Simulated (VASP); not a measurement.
A run of VASP 6.6.1 is set up as follows.

File INCAR:

```
SYSTEM = Zr2B
PREC = Accurate
ENCUT = 520
EDIFF = 1E-6
ISMEAR = 0
SIGMA = 0.1
LREAL = .False.
LASPH = .True.
NELM = 100
ALGO = Normal
ISIF = 2
LWAVE = .False.
LCHARG = .False.
GGA = PE
NBANDS = 20
```

KPOINTS

```
regular mesh
0
Gamma
  6 6 6
  0 0 0
```

POSCAR

```
Zr2B
1.0
    0.0000000000      2.4525758700      2.4525758700
    2.4525758700      0.0000000000      2.4525758700
    2.4525758700      2.4525758700      0.0000000000
Zr B
2 1
Direct
    0.2500000000      0.2500000000      0.2500000000
    0.0000000000      0.0000000000      0.0000000000
    0.7500000000      0.7500000000      0.7500000000
```

Potentials or basis: VASP PAW PBE potentials, release 64 (Zr_sv, B).

Run with:

```bash
$ cat potpaw_PBE.64/Zr_sv/POTCAR potpaw_PBE.64/B/POTCAR > POTCAR
$ mpirun -np 1 vasp_std > vasp.out
```

(1) Estimate the pressure.

Answers

(1) 219.9 GPa.

Caveat: the k points lie up to 0.37 Å⁻¹ apart.
